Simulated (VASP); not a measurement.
The system is InTe4.

```xyz
5
Lattice="2.1500 1.2413 9.7333 -2.1500 1.2413 9.7333 0.0000 -2.4826 9.7333" Properties=species:S:1:pos:R:3 pbc="T T T"
In    0.0000    0.0000    0.0000
Te    0.0000    0.0000   11.5924
Te    0.0000    0.0000   23.1556
Te    0.0000    0.0000   17.6076
Te    0.0000    0.0000    6.0444
```

* Program: VASP 6.6.1
* Task: relaxation of cell and atoms
* Functional: PBE
* Potentials or basis: VASP PAW PBE potentials, release 64 (In_d, Te)
* Cutoff: 600 eV
* k mesh: 4 × 4 × 4
* Occupations: gaussian, width 0.2 eV
* Spin: no spin polarisation

At the start: pressure 1.5 GPa; volume 31.17 Å³/atom.

Q: How do energy, volume and symmetry change on relaxing?

A: Over 7 steps the energy falls by 140.5 meV/atom and the volume is 31.94 Å³/atom (+2.5 %); space group R-3m (No. 166, to 0.1 Å) before and after.

The path:
```csv
step,energy change (eV),largest force (eV/Å),pressure (GPa),volume (Å³)
1,0.0000,1.9766,1.53,155.86
2,-0.3882,1.3029,-1.10,162.67
3,-0.5128,0.6767,-2.71,169.51
4,-0.6690,0.3227,0.74,157.51
5,-0.6753,0.2819,0.06,159.35
6,-0.6869,0.2169,0.04,159.45
7,-0.7023,0.0364,0.00,159.69
```

Final structure:
```
CELL_PARAMETERS angstrom
2.23800 1.29211 9.20351
-2.23800 1.29211 9.20351
0.00000 -2.58422 9.20351
ATOMIC_POSITIONS crystal
In 0.00000 0.00000 0.00000
Te 0.39573 0.39573 0.39573
Te 0.80265 0.80265 0.80265
Te 0.60427 0.60427 0.60427
Te 0.19735 0.19735 0.19735
```

Caveat: the k points lie up to 0.41 Å⁻¹ apart in the final cell, too coarse for converged energies and pressures of a metal; an odd number of electrons without spin polarisation forces a metal; a magnetic or distorted state may lie lower; the relaxation stopped at a loose force limit of 0.08 eV/Å, so its end isn't a converged minimum.
